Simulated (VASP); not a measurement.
# TiO2 (Pbcn) in VASP: single point with PBE+D3(BJ)

Aim: the single point of TiO2 with PBE+D3(BJ).

Program: VASP 6.6.1. These are calculated values, not measurements. Logs are shortened: lines on timing, memory, paths and dates and some standing lists are left out, and cuts for length are marked.

## Step 1: The cell of the first run

It takes space group Pbcn (No. 60, orthorhombic). Conventional cell: a = 4.552 Å, b = 5.530 Å, c = 4.898 Å, α = 90.00°, β = 90.00°, γ = 90.00°. Within 2.5 Å of Ti (site symmetry 2) lie 6 O at 1.87 to 2.11 Å. O (site symmetry 1) has 3 Ti at 1.87 to 2.11 Å and 12 O at 2.59 to 2.97 Å within 3.0 Å.

## Step 2: Single point, PBE+D3(BJ)

INCAR

```
ALGO = Normal
EDIFF = 1E-6
ENCUT = 520
GGA = PE
ISIF = 2
ISMEAR = 0
IVDW = 12
LASPH = T
LCHARG = F
LREAL = F
LWAVE = F
NBANDS = 60
NELM = 100
PREC = Accurate
SIGMA = 0.02
```

KPOINTS

```
k-points
0
Gamma
  6 4 6
```

POSCAR

```
TiO2
1.0
    4.5523141173      0.0000000000      0.0000000000
    0.0000000000      5.5297221618      0.0000000000
    0.0000000000      0.0000000000      4.8980184095
Ti O
4 8
Direct
    0.0000000000      0.1767784456      0.2500000000
    0.5000000000      0.3232215544      0.7500000000
    0.0000000000      0.8232215544      0.7500000000
    0.5000000000      0.6767784456      0.2500000000
    0.2704550738      0.3820572271      0.4193717761
    0.2295449262      0.1179427729      0.9193717761
    0.7704550738      0.1179427729      0.5806282239
    0.7295449262      0.3820572271      0.0806282239
    0.7295449262      0.6179427729      0.5806282239
    0.7704550738      0.8820572271      0.0806282239
    0.2295449262      0.8820572271      0.4193717761
    0.2704550738      0.6179427729      0.9193717761
```

Potentials or basis: VASP PAW PBE potentials, release 64 (Ti_sv, O).

The run is started by

```
$ cat potpaw_PBE.64/Ti_sv/POTCAR potpaw_PBE.64/O/POTCAR > POTCAR
$ mpirun -np 1 vasp_std > vasp.out
```

OUTCAR:

```text
EDIFF = 1E-6
   ENCUT = 520
   GGA = PE
   ISIF = 2
   ISMEAR = 0
   IVDW = 12
   LASPH = T
   LREAL = F
   NELM = 100
   PREC = Accurate
 IVDW          = 12

 ion  position               nearest neighbor table
   1  0.000  0.177  0.250-   5 1.87   8 1.87   7 1.95   6 1.95  10 2.11  11 2.11
   2  0.500  0.323  0.750-   6 1.87   7 1.87   5 1.95   8 1.95   9 2.11  12 2.11
   3  0.000  0.823  0.750-   9 1.87  12 1.87  11 1.95  10 1.95   6 2.11   7 2.11
   4  0.500  0.677  0.250-  10 1.87  11 1.87   9 1.95  12 1.95   5 2.11   8 2.11
   5  0.270  0.382  0.419-   1 1.87   2 1.95   4 2.11
   6  0.230  0.118  0.919-   2 1.87   1 1.95   3 2.11
   7  0.770  0.118  0.581-   2 1.87   1 1.95   3 2.11
   8  0.730  0.382  0.081-   1 1.87   2 1.95   4 2.11
   9  0.730  0.618  0.581-   3 1.87   4 1.95   2 2.11
  10  0.770  0.882  0.081-   4 1.87   3 1.95   1 2.11
  11  0.230  0.882  0.419-   4 1.87   3 1.95   1 2.11
  12  0.270  0.618  0.919-   3 1.87   4 1.95   2 2.11

  LATTYP: Found a simple orthorhombic cell.
 ALAT       =     4.5523141173
 B/A-ratio  =     1.0759403423
 C/A-ratio  =     1.2147057561

  Lattice vectors:

 A1 = (  -4.5523141173,   0.0000000000,   0.0000000000)
 A2 = (   0.0000000000,   0.0000000000,   4.8980184095)
 A3 = (   0.0000000000,   5.5297221618,   0.0000000000)

Analysis of symmetry for initial positions (statically):
=====================================================================
 Subroutine PRICEL returns:
 Original cell was already a primitive cell.

 Routine SETGRP: Setting up the symmetry group for a
 simple orthorhombic supercell.

 Subroutine GETGRP returns: Found  8 space group operations
 (whereof  2 operations were pure point group operations)
 out of a pool of  8 trial point group operations.

The static configuration has the point symmetry S_2 .
 The point group associated with its full space group is D_2h.

Analysis of symmetry for dynamics (positions and initial velocities):
=====================================================================
 Subroutine PRICEL returns:
 Original cell was already a primitive cell.

 Routine SETGRP: Setting up the symmetry group for a
 simple orthorhombic supercell.

 Subroutine GETGRP returns: Found  8 space group operations
 (whereof  2 operations were pure point group operations)
 out of a pool of  8 trial point group operations.

The dynamic configuration has the point symmetry S_2 .
 The point group associated with its full space group is D_2h.

 Subroutine INISYM returns: Found  8 space group operations
 (whereof  2 operations are pure point group operations),
 and found     1 'primitive' translations

----------------------------------------------------------------------------------------

                                     Primitive cell

  volume of cell :     123.2980

  direct lattice vectors                    reciprocal lattice vectors
     4.552314117  0.000000000  0.000000000     0.219668497  0.000000000  0.000000000
     0.000000000  5.529722162  0.000000000     0.000000000  0.180840912  0.000000000
     0.000000000  0.000000000  4.898018409     0.000000000  0.000000000  0.204164198

  length of vectors
     4.552314117  5.529722162  4.898018409     0.219668497  0.180840912  0.204164198

  position of ions in fractional coordinates (direct lattice)
     0.000000000  0.176778446  0.250000000
     0.500000000  0.323221554  0.750000000
     0.000000000  0.823221554  0.750000000
     0.500000000  0.676778446  0.250000000
     0.270455074  0.382057227  0.419371776
     0.229544926  0.117942773  0.919371776
     0.770455074  0.117942773  0.580628224
     0.729544926  0.382057227  0.080628224
     0.729544926  0.617942773  0.580628224
     0.770455074  0.882057227  0.080628224
     0.229544926  0.882057227  0.419371776
     0.270455074  0.617942773  0.919371776

  ion indices of the primitive-cell ions
   primitive index   ion index
                 1           1
                 2           2
                 3           3
                 4           4
                 5           5
                 6           6
                 7           7
                 8           8
                 9           9
                10          10
                11          11
                12          12

----------------------------------------------------------------------------------------

 KPOINTS: k-points

Automatic generation of k-mesh.
 Grid dimensions read from file:
 generate k-points for:    6    4    6

 Generating k-lattice:

  Cartesian coordinates                     Fractional coordinates (reciprocal lattice)
     0.036611416  0.000000000  0.000000000     0.166666667  0.000000000  0.000000000
     0.000000000  0.045210228  0.000000000     0.000000000  0.250000000  0.000000000
     0.000000000  0.000000000  0.034027366     0.000000000  0.000000000  0.166666667

  Length of vectors
     0.036611416  0.045210228  0.034027366

  Shift w.r.t. Gamma in fractional coordinates (k-lattice)
     0.000000000  0.000000000  0.000000000

 Subroutine IBZKPT returns following result:
 ===========================================

 Found     48 irreducible k-points:

 Following reciprocal coordinates:
            Coordinates               Weight
  0.000000  0.000000  0.000000      1.000000
  0.166667  0.000000  0.000000      2.000000
  0.333333  0.000000  0.000000      2.000000
  0.500000  0.000000  0.000000      1.000000
  0.000000  0.250000  0.000000      2.000000
  0.166667  0.250000  0.000000      4.000000
[... 16 lines left out ...]
  0.333333  0.500000  0.166667      4.000000
  0.500000  0.500000  0.166667      2.000000
 [... further k-points ...]
   k-points           NKPTS =     48   k-points in BZ     NKDIM =     48   number of bands    NBANDS=     60
   number of dos      NEDOS =    301   number of ions     NIONS =     12
   total plane-waves  NPLWV =  54432
   dimension x,y,z NGX =    36 NGY =   42 NGZ =   36
   dimension x,y,z NGXF=    72 NGYF=   84 NGZF=   72
   ions per type =               4   8
   NGX,Y,Z   is equivalent  to a cutoff of  13.15, 12.63, 12.22 a.u.
   NGXF,Y,Z  is equivalent  to a cutoff of  26.29, 25.25, 24.44 a.u.
 SYSTEM =  unknown system
   PREC   = accura    normal or accurate (medium, high low for compatibility)
   ISTART =      0    job   : 0-new  1-cont  2-samecut
   ICHARG =      2    charge: 1-file 2-atom 10-const
   ISPIN  =      1    spin polarized calculation?
   LNONCOLLINEAR =      F non collinear calculations
   LSORBIT =      F    spin-orbit coupling
   LASPH  =      T    aspherical Exc in radial PAW
   ENCUT  =  520.0 eV  38.22 Ry    6.18 a.u.   8.46 10.28  9.11*2*pi/ulx,y,z
   NELM   =    100;   NELMIN=  2; NELMDL= -5     # of ELM steps
   EDIFF  = 0.1E-05   stopping-criterion for ELM
   LREAL  =      F    real-space projection
   EDIFFG = 0.1E-04   stopping-criterion for IOM
   NSW    =      0    number of steps for IOM
   IBRION =     -1    ionic relax: 0-MD 1-quasi-New 2-CG
   NFREE  =      0    steps in history (QN), initial steepest desc. (CG)
   ISIF   =      2    stress and relaxation
   ISYM   =      2    0-nonsym 1-usesym 2-fastsym
   POTIM  = 0.5000    time-step for ionic-motion
   TEBEG  =    0.0;   TEEND  =   0.0 temperature during run
   PSTRESS=    0.0 pullay stress
   NELECT =      96.0000    total number of electrons
   NUPDOWN=      -1.0000    fix difference up-down
   EMIN   =  10.00;   EMAX   =-10.00  energy-range for DOS
   EFERMI =   0.00;   METHOD = LEGACY
   ISMEAR =     0;   SIGMA  =   0.02  broadening in eV -4-tet -1-fermi 0-gaus
   EFERMI_NEDOS =   21; number of points for ismear=-14 and -15
   IALGO  =     38    algorithm
   IMIX   =      4    mixing-type and parameters
     AMIX     =   0.40;   BMIX     =  1.00
     AMIX_MAG =   1.60;   BMIX_MAG =  1.00
  volume/ion in A,a.u.               =      10.27        69.34
  Fermi-wavevector in a.u.,A,eV,Ry     =   1.506075  2.846069 30.861576  2.268262
  Thomas-Fermi vector in A             =   2.616840
   LORBIT       =      0    0 simple, 1 ext, 2 COOP (PROOUT), +10 PAW based schemes
   GGA     = PE    functional components
   LHFCALC =     F    Hartree Fock is set to
   AEXX    =    0.0000 exact exchange contribution
   IVDW    =    12    specifies the selected vdW correction
   LEPSILON=     F    determine dielectric tensor
   LRPA    =     F    only Hartree local field effects (RPA)
 non-spin polarized calculation
 Gauss-broadening in eV      SIGMA  =   0.02
  energy-cutoff  :      520.00
  volume of cell :      123.30
 maximum number of plane-waves:      3340
 NGX is ok and might be reduce to    36
   NGX = 17   NGY = 21   NGZ = 19

 number of electron      95.9999998 magnetization

 Free energy of the ion-electron system (eV)
  ---------------------------------------------------
  ext. energy  EPLUGINS =         0.00000000
  ---------------------------------------------------
  free energy    TOTEN  =      -107.36749391 eV

  energy without entropy =     -107.36749391  energy(sigma->0) =     -107.36749391

 E-fermi :   4.8410     XC(G=0): -11.5178

 val. band max:        4.6057753336   @ k =   0.0000   0.0000   0.0000
 cond. band min:       7.2500722098   @ k =   0.0000   0.0000   0.5000
 fundamental gap:      2.6442968763
 Fermi energy:         4.8409890731

 k-point     1 :       0.0000    0.0000    0.0000
  band No.  band energies     occupation
      1     -51.7960      2.00000
      2     -51.7736      2.00000
      3     -51.7682      2.00000
      4     -51.7618      2.00000
      5     -28.2298      2.00000
      6     -28.1584      2.00000
[... 52 lines left out ...]
     59       9.0689      0.00000
     60       9.3270      0.00000

 k-point     2 :       0.1667    0.0000    0.0000
  band No.  band energies     occupation
      1     -51.7945      2.00000
      2     -51.7751      2.00000
      3     -51.7678      2.00000
      4     -51.7622      2.00000
      5     -28.2188      2.00000
      6     -28.1525      2.00000
[... 1383 lines left out ...]
      4     -51.7664      2.00000
      5     -28.1817      2.00000
      6     -28.1817      2.00000
[... 52 lines left out ...]
     59       8.7287      0.00000
     60       8.7287      0.00000

 [... further k-points ...]

------------------------ aborting loop because EDIFF is reached ----------------------------------------

 Edisp (eV)   -3.02056

 E8    (eV) :    -1.2017

  FORCE on cell =-STRESS in cart. coord.  units (eV):
  Direction    XX          YY          ZZ          XY          YZ          ZX
  --------------------------------------------------------------------------------------
  -------------------------------------------------------------------------------------
  Total       0.59411     0.49323     0.65759     0.00000     0.00000    -0.00000
  in kB       7.72004     6.40924     8.54502     0.00000     0.00000    -0.00000
  external pressure =        7.56 kB  Pullay stress =        0.00 kB

 VOLUME and BASIS-vectors are now :
 -----------------------------------------------------------------------------
  energy-cutoff  :      520.00
  volume of cell :      123.30
      direct lattice vectors                 reciprocal lattice vectors
     4.552314117  0.000000000  0.000000000     0.219668497  0.000000000  0.000000000
     0.000000000  5.529722162  0.000000000     0.000000000  0.180840912  0.000000000
     0.000000000  0.000000000  4.898018409     0.000000000  0.000000000  0.204164198

 POSITION                                       TOTAL-FORCE (eV/Angst)
 -----------------------------------------------------------------------------------
      0.00000      0.97754      1.22450         0.000000     -0.038210     -0.000000
      2.27616      1.78733      3.67351        -0.000000      0.038210     -0.000000
      0.00000      4.55219      3.67351        -0.000000      0.038210     -0.000000
      2.27616      3.74240      1.22450         0.000000     -0.038210     -0.000000
      1.23120      2.11267      2.05409         0.014405      0.036208     -0.000781
      1.04496      0.65219      4.50310        -0.014405     -0.036208     -0.000781
      3.50735      0.65219      2.84393         0.014405     -0.036208      0.000781
      3.32112      2.11267      0.39492        -0.014405      0.036208      0.000781
      3.32112      3.41705      2.84393        -0.014405     -0.036208      0.000781
      3.50735      4.87753      0.39492         0.014405      0.036208      0.000781
      1.04496      4.87753      2.05409        -0.014405      0.036208     -0.000781
      1.23120      3.41705      4.50310         0.014405     -0.036208     -0.000781
 -----------------------------------------------------------------------------------
    total drift:                                0.000000      0.000000     -0.000000

  FREE ENERGIE OF THE ION-ELECTRON SYSTEM (eV)
  ---------------------------------------------------
  free  energy   TOTEN  =      -110.3880562953 eV

  energy  without entropy=     -110.3880562953  energy(sigma->0) =     -110.38805630
```

Wall time 8.3 min (1 thread of Oxide Virtual Turin-like, shared host); peak memory 0.35 GiB.

Results:

* Free energy: -110.3881 eV
* Pressure: 0.8 GPa
* Largest force: 0.039 eV/Å
* Band gap on the k mesh: 2.64 eV (least direct gap 2.70 eV)
* Dispersion energy per atom: -0.252 eV

Forces on the atoms (eV/Å):
```
Ti   0.000 -0.038  0.000
Ti   0.000  0.038  0.000
Ti   0.000  0.038  0.000
Ti   0.000 -0.038  0.000
O    0.014  0.036 -0.001
O   -0.014 -0.036 -0.001
O    0.014 -0.036  0.001
O   -0.014  0.036  0.001
O   -0.014 -0.036  0.001
O    0.014  0.036  0.001
O   -0.014  0.036 -0.001
O    0.014 -0.036 -0.001
```

A k mesh can miss the band edges.
